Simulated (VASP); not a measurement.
# Ba (Im-3m) in VASP: a series of runs

The runs below take Ba through single point, with PBEsol.

Everything below comes from runs of VASP 6.6.1. Logs are shortened: lines on timing, memory, paths and dates and some standing lists are left out, and cuts for length are marked.

### Step 1. The cell of the first run

The structure is cubic, space group Im-3m (No. 229). The conventional cell has a = 4.877 Å, b = 4.877 Å, c = 4.877 Å, α = 90.00°, β = 90.00°, γ = 90.00°. Within 5.5 Å of Ba (site symmetry m-3m) lie 14 Ba at 4.22 to 4.88 Å.

### Step 2. Single point, PBEsol

INCAR

```
PREC = Accurate ; ENCUT = 520
EDIFF = 1E-6 ; ISMEAR = -1
SIGMA = 0.08 ; LREAL = F
LASPH = T ; NELM = 100
ALGO = Normal ; ISIF = 2
LWAVE = F ; LCHARG = F
GGA = PS ; NBANDS = 11
```

KPOINTS

```
Automatic mesh
0
Gamma
  11 11 11
```

POSCAR

```
Ba
1.0
   -2.4387096779      2.4387096779      2.4387096779
    2.4387096779     -2.4387096779      2.4387096779
    2.4387096779      2.4387096779     -2.4387096779
Ba
1
Direct
    0.0000000000      0.0000000000      0.0000000000
```

Potentials or basis: VASP PAW PBE potentials, release 64 (Ba_sv).

Launch:

```
$ cat potpaw_PBE.64/Ba_sv/POTCAR > POTCAR
$ mpirun -np 1 vasp_std > vasp.out
```

OUTCAR:

```text
PREC = Accurate
   ENCUT = 520
   EDIFF = 1E-6
   ISMEAR = -1
   LREAL = F
   LASPH = T
   NELM = 100
   ISIF = 2
   GGA = PS

 ion  position               nearest neighbor table
   1  0.000  0.000  0.000-

  LATTYP: Found a body centered cubic cell.
 ALAT       =     4.8774193558

  Lattice vectors:

 A1 = (  -2.4387096779,   2.4387096779,   2.4387096779)
 A2 = (   2.4387096779,  -2.4387096779,   2.4387096779)
 A3 = (   2.4387096779,   2.4387096779,  -2.4387096779)

Analysis of symmetry for initial positions (statically):
=====================================================================
 Subroutine PRICEL returns:
 Original cell was already a primitive cell.

 Routine SETGRP: Setting up the symmetry group for a
 body centered cubic supercell.

 Subroutine GETGRP returns: Found 48 space group operations
 (whereof 48 operations were pure point group operations)
 out of a pool of 48 trial point group operations.

The static configuration has the point symmetry O_h .

Analysis of symmetry for dynamics (positions and initial velocities):
=====================================================================
 Subroutine PRICEL returns:
 Original cell was already a primitive cell.

 Routine SETGRP: Setting up the symmetry group for a
 body centered cubic supercell.

 Subroutine GETGRP returns: Found 48 space group operations
 (whereof 48 operations were pure point group operations)
 out of a pool of 48 trial point group operations.

The dynamic configuration has the point symmetry O_h .

 Subroutine INISYM returns: Found 48 space group operations
 (whereof 48 operations are pure point group operations),
 and found     1 'primitive' translations

----------------------------------------------------------------------------------------

                                     Primitive cell

  volume of cell :      58.0150

  direct lattice vectors                    reciprocal lattice vectors
    -2.438709678  2.438709678  2.438709678     0.000000000  0.205026455  0.205026455
     2.438709678 -2.438709678  2.438709678     0.205026455  0.000000000  0.205026455
     2.438709678  2.438709678 -2.438709678     0.205026455  0.205026455  0.000000000

  length of vectors
     4.223969067  4.223969067  4.223969067     0.289951193  0.289951193  0.289951193

  position of ions in fractional coordinates (direct lattice)
     0.000000000  0.000000000  0.000000000

  ion indices of the primitive-cell ions
   primitive index   ion index
                 1           1

----------------------------------------------------------------------------------------

 KPOINTS: Automatic mesh

Automatic generation of k-mesh.
 Grid dimensions read from file:
 generate k-points for:   11   11   11

 Generating k-lattice:

  Cartesian coordinates                     Fractional coordinates (reciprocal lattice)
     0.000000000  0.018638769  0.018638769     0.090909091  0.000000000  0.000000000
     0.018638769  0.000000000  0.018638769     0.000000000  0.090909091  0.000000000
     0.018638769  0.018638769  0.000000000     0.000000000  0.000000000  0.090909091

  Length of vectors
     0.026359199  0.026359199  0.026359199

  Shift w.r.t. Gamma in fractional coordinates (k-lattice)
     0.000000000  0.000000000  0.000000000

 Subroutine IBZKPT returns following result:
 ===========================================

 Found     56 irreducible k-points:

 Following reciprocal coordinates:
            Coordinates               Weight
  0.000000  0.000000  0.000000      1.000000
  0.090909  0.000000  0.000000     12.000000
  0.181818  0.000000  0.000000     12.000000
  0.272727  0.000000  0.000000     12.000000
  0.363636  0.000000  0.000000     12.000000
  0.454545  0.000000  0.000000     12.000000
[... 16 lines left out ...]
  0.272727  0.181818  0.090909     48.000000
  0.363636  0.181818  0.090909     24.000000
 [... further k-points ...]
   k-points           NKPTS =     56   k-points in BZ     NKDIM =     56   number of bands    NBANDS=     11
   number of dos      NEDOS =    301   number of ions     NIONS =      1
   total plane-waves  NPLWV =  32768
   dimension x,y,z NGX =    32 NGY =   32 NGZ =   32
   dimension x,y,z NGXF=    64 NGYF=   64 NGZF=   64
   ions per type =               1
   NGX,Y,Z   is equivalent  to a cutoff of  12.59, 12.59, 12.59 a.u.
   NGXF,Y,Z  is equivalent  to a cutoff of  25.19, 25.19, 25.19 a.u.
 SYSTEM =  unknown system
   PREC   = accura    normal or accurate (medium, high low for compatibility)
   ISTART =      0    job   : 0-new  1-cont  2-samecut
   ICHARG =      2    charge: 1-file 2-atom 10-const
   ISPIN  =      1    spin polarized calculation?
   LNONCOLLINEAR =      F non collinear calculations
   LSORBIT =      F    spin-orbit coupling
   LASPH  =      T    aspherical Exc in radial PAW
   ENCUT  =  520.0 eV  38.22 Ry    6.18 a.u.   7.85  7.85  7.85*2*pi/ulx,y,z
   NELM   =    100;   NELMIN=  2; NELMDL= -5     # of ELM steps
   EDIFF  = 0.1E-05   stopping-criterion for ELM
   LREAL  =      F    real-space projection
   EDIFFG = 0.1E-04   stopping-criterion for IOM
   NSW    =      0    number of steps for IOM
   IBRION =     -1    ionic relax: 0-MD 1-quasi-New 2-CG
   NFREE  =      0    steps in history (QN), initial steepest desc. (CG)
   ISIF   =      2    stress and relaxation
   ISYM   =      2    0-nonsym 1-usesym 2-fastsym
   POTIM  = 0.5000    time-step for ionic-motion
   TEBEG  =    0.0;   TEEND  =   0.0 temperature during run
   PSTRESS=    0.0 pullay stress
   NELECT =      10.0000    total number of electrons
   NUPDOWN=      -1.0000    fix difference up-down
   EMIN   =  10.00;   EMAX   =-10.00  energy-range for DOS
   EFERMI =   0.00;   METHOD = LEGACY
   ISMEAR =    -1;   SIGMA  =   0.08  broadening in eV -4-tet -1-fermi 0-gaus
   EFERMI_NEDOS =   21; number of points for ismear=-14 and -15
   IALGO  =     38    algorithm
   IMIX   =      4    mixing-type and parameters
     AMIX     =   0.40;   BMIX     =  1.00
     AMIX_MAG =   1.60;   BMIX_MAG =  1.00
  volume/ion in A,a.u.               =      58.02       391.50
  Fermi-wavevector in a.u.,A,eV,Ry     =   0.911090  1.721711 11.293998  0.830085
  Thomas-Fermi vector in A             =   2.035329
   LORBIT       =      0    0 simple, 1 ext, 2 COOP (PROOUT), +10 PAW based schemes
   GGA     = PS    functional components
   LHFCALC =     F    Hartree Fock is set to
   AEXX    =    0.0000 exact exchange contribution
   IVDW    =     0    specifies the selected vdW correction
   LEPSILON=     F    determine dielectric tensor
   LRPA    =     F    only Hartree local field effects (RPA)
 non-spin polarized calculation
  energy-cutoff  :      520.00
  volume of cell :       58.02
 maximum number of plane-waves:      1573
   NGX = 15   NGY = 15   NGZ = 15

 number of electron      10.0000001 magnetization

 Free energy of the ion-electron system (eV)
  ---------------------------------------------------
  ext. energy  EPLUGINS =         0.00000000
  ---------------------------------------------------
  free energy    TOTEN  =        -2.16178515 eV

  energy without entropy =       -2.13657686  energy(sigma->0) =       -2.14918100

 E-fermi :   1.8119     XC(G=0):  -7.7793

 val. band max:        1.7901410841   @ k =   0.1818   0.1818   0.1818
 cond. band min:       1.8612237458   @ k =  -0.4545   0.4545   0.2727
 fundamental gap:      0.0710826617
 Fermi energy:         1.8119152468

 k-point     1 :       0.0000    0.0000    0.0000
  band No.  band energies     occupation
      1     -26.9083      2.00000
      2     -11.7848      2.00000
      3     -11.7848      2.00000
      4     -11.7848      2.00000
      5      -0.9920      2.00000
      6       3.7156      0.00000
      7       3.7156      0.00000
      8       3.7156      0.00000
      9       5.2678      0.00000
     10       5.2678      0.00000
     11       8.9920      0.00000

 k-point     2 :       0.0909    0.0000    0.0000
  band No.  band energies     occupation
      1     -26.9034      2.00000
      2     -11.8372      2.00000
      3     -11.8006      2.00000
      4     -11.7852      2.00000
      5      -0.8207      2.00000
      6       3.5761      0.00000
      7       3.6403      0.00000
      8       3.8906      0.00000
      9       5.0439      0.00000
     10       5.2539      0.00000
     11       9.1900      0.00000

 k-point     3 :       0.1818    0.0000    0.0000
  band No.  band energies     occupation
      1     -26.8901      2.00000
      2     -11.9737      2.00000
      3     -11.8424      2.00000
      4     -11.7863      2.00000
      5      -0.3545      2.00000
      6       3.2533      0.00000
      7       3.3227      0.00000
      8       4.4047      0.00000
      9       4.8922      0.00000
     10       5.2585      0.00000
     11       9.5607      0.00000

 k-point     4 :       0.2727    0.0000    0.0000
  band No.  band energies     occupation
      1     -26.8727      2.00000
      2     -12.1439      2.00000
      3     -11.8961      2.00000
      4     -11.7879      2.00000
      5       0.2497      2.00000
      6       2.9059      0.00000
      7       2.9537      0.00000
      8       5.0558      0.00000
      9       5.2242      0.00000
     10       5.3588      0.00000
     11       9.2913      0.00000

 k-point     5 :       0.3636    0.0000    0.0000
  band No.  band energies     occupation
      1     -26.8565      2.00000
      2     -12.2930      2.00000
      3     -11.9445      2.00000
      4     -11.7893      2.00000
      5       0.7015      2.00000
      6       2.6356      0.00007
      7       2.9435      0.00000
      8       5.2616      0.00000
      9       5.5829      0.00000
     10       6.2744      0.00000
     11       8.4600      0.00000
[... 211 lines left out ...]
 k-point    21 :      -0.0909    0.0909    0.0909
  band No.  band energies     occupation
      1     -26.8985      2.00000
      2     -11.8558      2.00000
      3     -11.8165      2.00000
      4     -11.8165      2.00000
      5      -0.6538      2.00000
      6       3.6279      0.00000
      7       3.6279      0.00000
      8       3.8838      0.00000
      9       4.5569      0.00000
     10       5.5071      0.00000
     11       9.6453      0.00000

 k-point    22 :       0.1818    0.1818    0.0909
  band No.  band energies     occupation
      1     -26.8555      2.00000
      2     -12.2542      2.00000
      3     -11.9394      2.00000
      4     -11.8661      2.00000
      5       1.1508      1.99948
      6       2.4382      0.00080
      7       2.5429      0.00022
      8       5.3700      0.00000
      9       5.7134      0.00000
     10       6.7824      0.00000
     11       9.0716      0.00000

 k-point    23 :       0.2727    0.1818    0.0909
  band No.  band energies     occupation
      1     -26.8461      2.00000
      2     -12.2824      2.00000
      3     -12.0196      2.00000
      4     -11.8812      2.00000
      5       1.5568      1.92082
      6       2.3601      0.00211
      7       2.6240      0.00008
      8       5.5288      0.00000
      9       5.8646      0.00000
     10       7.3803      0.00000
     11       8.1673      0.00000

 k-point    24 :       0.3636    0.1818    0.0909
  band No.  band energies     occupation
      1     -26.8426      2.00000
      2     -12.2843      2.00000
      3     -12.0595      2.00000
      4     -11.8854      2.00000
      5       1.6171      1.83902
      6       2.3439      0.00258
      7       2.8418      0.00001
      8       5.5538      0.00000
      9       5.9362      0.00000
     10       7.1531      0.00000
     11       8.2445      0.00000

 [... further k-points ...]

------------------------ aborting loop because EDIFF is reached ----------------------------------------

  FORCE on cell =-STRESS in cart. coord.  units (eV):
  Direction    XX          YY          ZZ          XY          YZ          ZX
  --------------------------------------------------------------------------------------
  -------------------------------------------------------------------------------------
  Total        0.0396358      0.0396358      0.0396358     -0.0000000     -0.0000000      0.0000000
  in kB        1.0946048      1.0946048      1.0946048     -0.0000000     -0.0000000      0.0000000
  external PRESSURE =       1.0946048 kB  Pullay stress =       0.0000000 kB

 VOLUME and BASIS-vectors are now :
 -----------------------------------------------------------------------------
  energy-cutoff  :      520.00
  volume of cell :       58.02
      direct lattice vectors                 reciprocal lattice vectors
    -2.438709678  2.438709678  2.438709678     0.000000000  0.205026455  0.205026455
     2.438709678 -2.438709678  2.438709678     0.205026455  0.000000000  0.205026455
     2.438709678  2.438709678 -2.438709678     0.205026455  0.205026455  0.000000000

 POSITION                                       TOTAL-FORCE (eV/Angst)
 -----------------------------------------------------------------------------------
      0.00000      0.00000      0.00000         0.000000     -0.000000     -0.000000
 -----------------------------------------------------------------------------------
    total drift:                                0.000000      0.000000     -0.000000

  FREE ENERGIE OF THE ION-ELECTRON SYSTEM (eV)
  ---------------------------------------------------
  free  energy   TOTEN  =        -2.1617851523 eV

  energy  without entropy=       -2.1365768556  energy(sigma->0) =       -2.14918100
```

It took 37 s on 1 thread of Intel Xeon 8259CL, shared host; peak memory 0.19 GiB.

Results:

* Free energy: -2.1618 eV
* Pressure: 0.1 GPa
* Band gap on the k mesh: zero (bands 5 and 6 overlap by 1.00 eV)

Caveat: the PAW data sets were made with another functional, which shifts forces and pressure a little; spin-orbit coupling is left out, which moves the levels of the heavy elements.

### Step 3. Single point, PBEsol (58.02 Å³/atom)

INCAR

```
SYSTEM = Ba
PREC = Accurate
ENCUT = 520
EDIFF = 1E-6
ISMEAR = -1
SIGMA = 0.08
LREAL = .False.
LASPH = .True.
NELM = 60
ALGO = Normal
ISIF = 2
LWAVE = .False.
LCHARG = .False.
GGA = PS
NBANDS = 11
```

KPOINTS

```
regular mesh
0
Gamma
  11 11 11
  0 0 0
```

POSCAR is that of step 2.

Potentials or basis: VASP PAW PBE potentials, release 64 (Ba_sv).

Launch:

```
$ cat potpaw_PBE.64/Ba_sv/POTCAR > POTCAR
$ mpirun -np 1 vasp_std > vasp.out
```

OUTCAR:

```text
SYSTEM = Ba
   PREC = Accurate
   ENCUT = 520
   EDIFF = 1E-6
   ISMEAR = -1
   LREAL = .False.
   LASPH = .True.
   NELM = 60
   ISIF = 2
   GGA = PS

 ion  position               nearest neighbor table
   1  0.000  0.000  0.000-

  LATTYP: Found a body centered cubic cell.
 ALAT       =     4.8774193558

  Lattice vectors:

 A1 = (  -2.4387096779,   2.4387096779,   2.4387096779)
 A2 = (   2.4387096779,  -2.4387096779,   2.4387096779)
 A3 = (   2.4387096779,   2.4387096779,  -2.4387096779)

Analysis of symmetry for initial positions (statically):
=====================================================================
 Subroutine PRICEL returns:
 Original cell was already a primitive cell.

 Routine SETGRP: Setting up the symmetry group for a
 body centered cubic supercell.

 Subroutine GETGRP returns: Found 48 space group operations
 (whereof 48 operations were pure point group operations)
 out of a pool of 48 trial point group operations.

The static configuration has the point symmetry O_h .

[... 163 lines left out ...]

 k-point     1 :       0.0000    0.0000    0.0000
  band No.  band energies     occupation
      1     -26.9083      2.00000
      2     -11.7848      2.00000
      3     -11.7848      2.00000
      4     -11.7848      2.00000
      5      -0.9920      2.00000
      6       3.7156      0.00000
      7       3.7156      0.00000
      8       3.7156      0.00000
      9       5.2678      0.00000
     10       5.2678      0.00000
     11       8.9920      0.00000
[... 309 lines left out ...]
 k-point    24 :       0.3636    0.1818    0.0909
  band No.  band energies     occupation
      1     -26.8426      2.00000
      2     -12.2843      2.00000
      3     -12.0595      2.00000
      4     -11.8854      2.00000
      5       1.6171      1.83902
      6       2.3439      0.00258
      7       2.8418      0.00001
      8       5.5538      0.00000
      9       5.9362      0.00000
     10       7.1531      0.00000
     11       8.2445      0.00000

 [... further k-points ...]

------------------------ aborting loop because EDIFF is reached ----------------------------------------

  FORCE on cell =-STRESS in cart. coord.  units (eV):
  Direction    XX          YY          ZZ          XY          YZ          ZX
  --------------------------------------------------------------------------------------
  -------------------------------------------------------------------------------------
  Total        0.0396358      0.0396358      0.0396358     -0.0000000     -0.0000000      0.0000000
  in kB        1.0946048      1.0946048      1.0946048     -0.0000000     -0.0000000      0.0000000
  external PRESSURE =       1.0946048 kB  Pullay stress =       0.0000000 kB

 VOLUME and BASIS-vectors are now :
 -----------------------------------------------------------------------------
  energy-cutoff  :      520.00
  volume of cell :       58.02
      direct lattice vectors                 reciprocal lattice vectors
    -2.438709678  2.438709678  2.438709678     0.000000000  0.205026455  0.205026455
     2.438709678 -2.438709678  2.438709678     0.205026455  0.000000000  0.205026455
     2.438709678  2.438709678 -2.438709678     0.205026455  0.205026455  0.000000000

 POSITION                                       TOTAL-FORCE (eV/Angst)
 -----------------------------------------------------------------------------------
      0.00000      0.00000      0.00000         0.000000     -0.000000     -0.000000
 -----------------------------------------------------------------------------------
    total drift:                                0.000000      0.000000     -0.000000

  FREE ENERGIE OF THE ION-ELECTRON SYSTEM (eV)
  ---------------------------------------------------
  free  energy   TOTEN  =        -2.1617851523 eV

  energy  without entropy=       -2.1365768556  energy(sigma->0) =       -2.14918100
```

OSZICAR:

```text
N       E                     dE             d eps       ncg     rms          rms(c)
DAV:   1     0.544783431450E+02    0.54478E+02   -0.42733E+03  1232   0.753E+02
DAV:   2     0.478538082635E+00   -0.54000E+02   -0.52508E+02  1473   0.139E+02
DAV:   3    -0.209811806937E+01   -0.25767E+01   -0.25575E+01  1561   0.315E+01
DAV:   4    -0.216286314874E+01   -0.64745E-01   -0.64675E-01  1566   0.470E+00
DAV:   5    -0.216515738237E+01   -0.22942E-02   -0.22939E-02  1639   0.657E-01    0.177E+00
DAV:   6    -0.216289658500E+01    0.22608E-02   -0.40274E-03  1572   0.557E-01    0.104E+00
DAV:   7    -0.216168906116E+01    0.12075E-02   -0.64422E-03  1697   0.728E-01    0.466E-02
DAV:   8    -0.216178095671E+01   -0.91896E-04   -0.16764E-04  1593   0.809E-02    0.129E-02
DAV:   9    -0.216178533885E+01   -0.43821E-05   -0.52355E-06  1535   0.168E-02    0.233E-03
DAV:  10    -0.216178515234E+01    0.18650E-06   -0.15141E-07   874   0.264E-03
   1 F= -.21617852E+01 E0= -.21491810E+01  d E =-.252083E-01
```

stdout:

```text
POSCAR found type information on POSCAR Ba
 POSCAR found :  1 types and       1 ions
 scaLAPACK will be used
 -----------------------------------------------------------------------------
|                                                                             |
|                                                                             |
|     You enforced a specific xc type in the INCAR file but a different       |
|     I HOPE YOU KNOW WHAT YOU ARE DOING!                                     |
|                                                                             |
 -----------------------------------------------------------------------------

 LDA part: xc-table for (Slater+PW92), standard interpolation
 POSCAR, INCAR and KPOINTS ok, starting setup
 FFT: planning ... GRIDC
 FFT: planning ... GRID_SOFT
 FFT: planning ... GRID
 WAVECAR not read
 entering main loop
```

Wall time 28 s (1 thread of Intel Xeon 8259CL, shared host); peak memory 0.19 GiB.

Results:

```yaml
Free_energy: -2.1618 eV
Pressure: 0.1 GPa
Band_gap_on_the_k_mesh: zero (bands 5 and 6 overlap by 1.00 eV)
```

Caveat: the PAW data sets were made with another functional, which shifts forces and pressure a little; spin-orbit coupling is left out, which moves the levels of the heavy elements.
